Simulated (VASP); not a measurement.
# LiH (R-3m) in VASP: single point with HSE06

Aim: the single point of LiH with HSE06.

Program: VASP 6.6.1. These are calculated values, not measurements. Logs are shortened: lines on timing, memory, paths and dates and some standing lists are left out, and cuts for length are marked.

## (1) The cell of the first run

It takes space group R-3m (No. 166, trigonal). Conventional cell: a = 2.804 Å, b = 2.804 Å, c = 6.940 Å, α = 90.00°, β = 90.00°, γ = 120.00°. Li (site symmetry -3m) has 6 H at 1.99 Å within 2.6 Å. Within 2.6 Å of H (site symmetry -3m) lie 6 Li at 1.99 Å.

## (2) Single point, HSE06 (epitaxial 111 strain -1.0%)

POSCAR

```
LiH
1.0
    0.0135630404      1.9965279331      1.9965279331
    1.9965279331      0.0135630404      1.9965279331
    1.9965279331      1.9965279331      0.0135630404
Li H
1 1
Direct
    0.0000000000      0.0000000000      0.0000000000
    0.5000000000      0.5000000000      0.5000000000
```

INCAR.step1

```
SYSTEM = LiH
PREC = Accurate
ENCUT = 520
EDIFF = 1E-5
ISMEAR = 0
SIGMA = 0.01
LREAL = .FALSE.
LASPH = .TRUE.
NELM = 80
ALGO = Normal
ISIF = 2
LWAVE = .TRUE.
NBANDS = 9
GGA = PE
```

INCAR.step2

```
SYSTEM = LiH
PREC = Accurate
ENCUT = 520
EDIFF = 1E-6
ISMEAR = 0
SIGMA = 0.01
LREAL = .FALSE.
LASPH = .TRUE.
NELM = 80
ALGO = Normal
ISIF = 2
LWAVE = .FALSE.
LCHARG = .TRUE.
GGA = PE
LHFCALC = .TRUE.
HFSCREEN = 0.2079
PRECFOCK = Normal
LELF = .TRUE.
LVHAR = .TRUE.
NBANDS = 9
ISTART = 1
```

KPOINTS

```
regular mesh
0
G
  8 8 8
  0 0 0
```

Potentials or basis: VASP PAW PBE potentials, release 64 (Li_sv, H).

Run with:

```console
cat potpaw_PBE.64/Li_sv/POTCAR potpaw_PBE.64/H/POTCAR > POTCAR
cp INCAR.step1 INCAR
mpirun -np 1 vasp_std > vasp.out
cp INCAR.step2 INCAR
mpirun -np 1 vasp_std > vasp.out
```

OUTCAR:

```text
SYSTEM = LiH
   PREC = Accurate
   ENCUT = 520
   EDIFF = 1E-6
   ISMEAR = 0
   LREAL = .FALSE.
   LASPH = .TRUE.
   NELM = 80
   ISIF = 2
   GGA = PE
   LHFCALC = .TRUE.
   HFSCREEN = 0.2079
   PRECFOCK = Normal
   ISTART = 1

 ion  position               nearest neighbor table
   1  0.000  0.000  0.000-
   2  0.500  0.500  0.500-

  LATTYP: Found a trigonal (rhomboedric) cell.
 ALAT       =     2.8235494562
 COS(alpha) =     0.5067816199

  Lattice vectors:

 A1 = (   0.0135630404,   1.9965279331,   1.9965279331)
 A2 = (   1.9965279331,   0.0135630404,   1.9965279331)
 A3 = (   1.9965279331,   1.9965279331,   0.0135630404)

Analysis of symmetry for initial positions (statically):
=====================================================================
 Subroutine PRICEL returns:
 Original cell was already a primitive cell.

 Routine SETGRP: Setting up the symmetry group for a
 trigonal (rhombohedral) supercell.

 Subroutine GETGRP returns: Found 12 space group operations
 (whereof 12 operations were pure point group operations)
 out of a pool of 12 trial point group operations.

The static configuration has the point symmetry D_3d.

Analysis of symmetry for dynamics (positions and initial velocities):
=====================================================================
 Subroutine PRICEL returns:
 Original cell was already a primitive cell.

 Routine SETGRP: Setting up the symmetry group for a
 trigonal (rhombohedral) supercell.

 Subroutine GETGRP returns: Found 12 space group operations
 (whereof 12 operations were pure point group operations)
 out of a pool of 12 trial point group operations.

The dynamic configuration has the point symmetry D_3d.

 Subroutine INISYM returns: Found 12 space group operations
 (whereof 12 operations are pure point group operations),
 and found     1 'primitive' translations

----------------------------------------------------------------------------------------

                                     Primitive cell

  volume of cell :      15.7546

  direct lattice vectors                    reciprocal lattice vectors
     0.013563040  1.996527933  1.996527933    -0.253001241  0.251294122  0.251294122
     1.996527933  0.013563040  1.996527933     0.251294122 -0.253001241  0.251294122
     1.996527933  1.996527933  0.013563040     0.251294122  0.251294122 -0.253001241

  length of vectors
     2.823549456  2.823549456  2.823549456     0.436242019  0.436242019  0.436242019

  position of ions in fractional coordinates (direct lattice)
     0.000000000  0.000000000  0.000000000
     0.500000000  0.500000000  0.500000000

  ion indices of the primitive-cell ions
   primitive index   ion index
                 1           1
                 2           2

----------------------------------------------------------------------------------------

 KPOINTS: regular mesh

Automatic generation of k-mesh.
 Grid dimensions read from file:
 generate k-points for:    8    8    8

 Generating k-lattice:

  Cartesian coordinates                     Fractional coordinates (reciprocal lattice)
    -0.031625155  0.031411765  0.031411765     0.125000000  0.000000000 -0.000000000
     0.031411765 -0.031625155  0.031411765     0.000000000  0.125000000 -0.000000000
     0.031411765  0.031411765 -0.031625155     0.000000000  0.000000000  0.125000000

  Length of vectors
     0.054530252  0.054530252  0.054530252

  Shift w.r.t. Gamma in fractional coordinates (k-lattice)
     0.000000000  0.000000000  0.000000000

 Subroutine IBZKPT returns following result:
 ===========================================

 Found     65 irreducible k-points:

 Following reciprocal coordinates:
            Coordinates               Weight
  0.000000  0.000000  0.000000      1.000000
  0.125000  0.000000  0.000000      6.000000
  0.250000  0.000000  0.000000      6.000000
  0.375000  0.000000  0.000000      6.000000
  0.500000  0.000000  0.000000      3.000000
  0.125000  0.125000  0.000000      6.000000
[... 16 lines left out ...]
  0.250000  0.125000  0.125000      6.000000
  0.375000  0.125000  0.125000      6.000000
 [... further k-points ...]
   k-points           NKPTS =     65   k-points in BZ     NKDIM =    512   number of bands    NBANDS=      9
   number of dos      NEDOS =    301   number of ions     NIONS =      2
   total plane-waves  NPLWV =  13824
   dimension x,y,z NGX =    24 NGY =   24 NGZ =   24
   dimension x,y,z NGXF=    48 NGYF=   48 NGZF=   48
   ions per type =               1   1
   NGX,Y,Z   is equivalent  to a cutoff of  14.13, 14.13, 14.13 a.u.
   NGXF,Y,Z  is equivalent  to a cutoff of  28.26, 28.26, 28.26 a.u.
 SYSTEM =  LiH
   PREC   = accura    normal or accurate (medium, high low for compatibility)
   ISTART =      1    job   : 0-new  1-cont  2-samecut
   ICHARG =      0    charge: 1-file 2-atom 10-const
   ISPIN  =      1    spin polarized calculation?
   LNONCOLLINEAR =      F non collinear calculations
   LSORBIT =      F    spin-orbit coupling
   LASPH  =      T    aspherical Exc in radial PAW
   ENCUT  =  520.0 eV  38.22 Ry    6.18 a.u.   5.25  5.25  5.25*2*pi/ulx,y,z
   NELM   =     80;   NELMIN=  2; NELMDL=  0     # of ELM steps
   EDIFF  = 0.1E-05   stopping-criterion for ELM
   LREAL  =      F    real-space projection
   EDIFFG = 0.1E-04   stopping-criterion for IOM
   NSW    =      0    number of steps for IOM
   IBRION =     -1    ionic relax: 0-MD 1-quasi-New 2-CG
   NFREE  =      0    steps in history (QN), initial steepest desc. (CG)
   ISIF   =      2    stress and relaxation
   ISYM   =      3    0-nonsym 1-usesym 2-fastsym
   POTIM  = 0.5000    time-step for ionic-motion
   TEBEG  =    0.0;   TEEND  =   0.0 temperature during run
   PSTRESS=    0.0 pullay stress
   NELECT =       4.0000    total number of electrons
   NUPDOWN=      -1.0000    fix difference up-down
   EMIN   =  10.00;   EMAX   =-10.00  energy-range for DOS
   EFERMI =   0.00;   METHOD = LEGACY
   ISMEAR =     0;   SIGMA  =   0.01  broadening in eV -4-tet -1-fermi 0-gaus
   EFERMI_NEDOS =   21; number of points for ismear=-14 and -15
   IALGO  =     38    algorithm
   IMIX   =      1    mixing-type and parameters
     AMIX     =   0.40;   BMIX     =  1.00
     AMIX_MAG =   1.60;   BMIX_MAG =  1.00
  volume/ion in A,a.u.               =       7.88        53.16
  Fermi-wavevector in a.u.,A,eV,Ry     =   1.036634  1.958954 14.620958  1.074610
  Thomas-Fermi vector in A             =   2.171034
   LORBIT       =      0    0 simple, 1 ext, 2 COOP (PROOUT), +10 PAW based schemes
   GGA     = PE    functional components
   LHFCALC =     T    Hartree Fock is set to
   PRECFOCK=normal    Normal, Fast or Accurate (Low or Medium for compatibility)
   ENCUT4O =  -1.0   cutoff for four orbital integrals eV
   NKREDX  =     1    reduce k-point grid by
   NKREDY  =     1    reduce k-point grid by
   NKREDZ  =     1    reduce k-point grid by
   AEXX    =    0.2500 exact exchange contribution
   HFSCREEN=    0.2079 screening length (either q_TF or 0.3 A-1)
   HFSCREENC=   0.2079 screening length for correlation (either q_TF or 0.3 A-1)
   ENCUTFOCK=  -1.0 apply spherical cutoff to Coloumb kernel
   IVDW    =     0    specifies the selected vdW correction
   LEPSILON=     F    determine dielectric tensor
   LRPA    =     F    only Hartree local field effects (RPA)
 non-spin polarized calculation
 Gauss-broadening in eV      SIGMA  =   0.01
  energy-cutoff  :      520.00
  volume of cell :       15.75
 maximum number of plane-waves:       444
 NGX is ok and might be reduce to    24
  NGX = 16; NGY = 16; NGZ = 16

 number of electron       3.9999997 magnetization

 Free energy of the ion-electron system (eV)
  ---------------------------------------------------
  ext. energy  EPLUGINS =         0.00000000
  ---------------------------------------------------
  free energy    TOTEN  =        -6.78634363 eV

  energy without entropy =       -6.78634363  energy(sigma->0) =       -6.78634363

 E-fermi :  -0.2958     XC(G=0):  -7.1787

 val. band max:       -0.4982366635   @ k =   0.5000   0.5000   0.0000
 cond. band min:       3.4582944252   @ k =   0.5000   0.5000   0.0000
 fundamental gap:      3.9565310887
 Fermi energy:        -0.2958186688

 k-point     1 :       0.0000    0.0000    0.0000
  band No.  band energies     occupation
      1     -47.7661      2.00000
      2      -6.6646      2.00000
      3      17.7418      0.00000
      4      18.9884      0.00000
      5      19.3006      0.00000
      6      19.3006      0.00000
      7      23.6060      0.00000
      8      23.9769      0.00000
      9      23.9769      0.00000

 k-point     2 :       0.1250    0.0000    0.0000
  band No.  band energies     occupation
      1     -47.7581      2.00000
      2      -6.3428      2.00000
      3      15.2028      0.00000
      4      17.9679      0.00000
      5      18.4445      0.00000
      6      18.6882      0.00000
      7      23.3636      0.00000
      8      24.9074      0.00000
      9      25.2211      0.00000

 k-point     3 :       0.2500    0.0000    0.0000
  band No.  band energies     occupation
      1     -47.7383      2.00000
      2      -5.4215      2.00000
      3      10.7277      0.00000
      4      16.4024      0.00000
      5      17.7287      0.00000
      6      17.9233      0.00000
      7      23.4419      0.00000
      8      23.5363      0.00000
      9      24.8752      0.00000
[... 229 lines left out ...]
 k-point    23 :       0.2500    0.1250    0.1250
  band No.  band energies     occupation
      1     -47.7466      2.00000
      2      -5.8229      2.00000
      3      13.4649      0.00000
      4      14.0863      0.00000
      5      18.1475      0.00000
      6      19.8686      0.00000
      7      23.5774      0.00000
      8      23.7630      0.00000
      9      25.1662      0.00000

 k-point    24 :       0.3750    0.1250    0.1250
  band No.  band energies     occupation
      1     -47.7270      2.00000
      2      -4.7262      2.00000
      3       9.5322      0.00000
      4      12.6527      0.00000
      5      17.3292      0.00000
      6      18.7325      0.00000
      7      22.2285      0.00000
      8      25.3433      0.00000
      9      26.5090      0.00000

 [... further k-points ...]

------------------------ aborting loop because EDIFF is reached ----------------------------------------

  FORCE on cell =-STRESS in cart. coord.  units (eV):
  Direction    XX          YY          ZZ          XY          YZ          ZX
  --------------------------------------------------------------------------------------
  -------------------------------------------------------------------------------------
  Total        0.0033787      0.0033787      0.0033787     -0.0349919     -0.0349919     -0.0349919
  in kB        0.3435963      0.3435963      0.3435963     -3.5585222     -3.5585222     -3.5585222
  external PRESSURE =       0.3435963 kB  Pullay stress =       0.0000000 kB

 VOLUME and BASIS-vectors are now :
 -----------------------------------------------------------------------------
  energy-cutoff  :      520.00
  volume of cell :       15.75
      direct lattice vectors                 reciprocal lattice vectors
     0.013563040  1.996527933  1.996527933    -0.253001241  0.251294122  0.251294122
     1.996527933  0.013563040  1.996527933     0.251294122 -0.253001241  0.251294122
     1.996527933  1.996527933  0.013563040     0.251294122  0.251294122 -0.253001241

 POSITION                                       TOTAL-FORCE (eV/Angst)
 -----------------------------------------------------------------------------------
      0.00000      0.00000      0.00000        -0.000000      0.000000     -0.000000
      2.00331      2.00331      2.00331         0.000000     -0.000000      0.000000
 -----------------------------------------------------------------------------------
    total drift:                                0.000000     -0.000000      0.000000

  FREE ENERGIE OF THE ION-ELECTRON SYSTEM (eV)
  ---------------------------------------------------
  free  energy   TOTEN  =        -6.7863436300 eV

  energy  without entropy=       -6.7863436300  energy(sigma->0) =       -6.78634363
```

Run time: 4.1 min. Hardware: 1 thread of Intel Xeon Platinum 8375C at 2.90GHz (Ice Lake), shared host; peak memory 0.25 GiB.

Results:

- Free energy: -6.7863 eV
- Band gap on the k mesh: 3.96 eV

Caveat: the cell differs from its parent crystal (epitaxial 111 strain -1.0%); the cutoff is under 1.25 times the usual one of these potentials, so pressure, stress and relaxed cells hold a basis-set (Pulay) error; the PAW data sets were made with another functional, which shifts forces and pressure a little. A k mesh can miss the band edges.
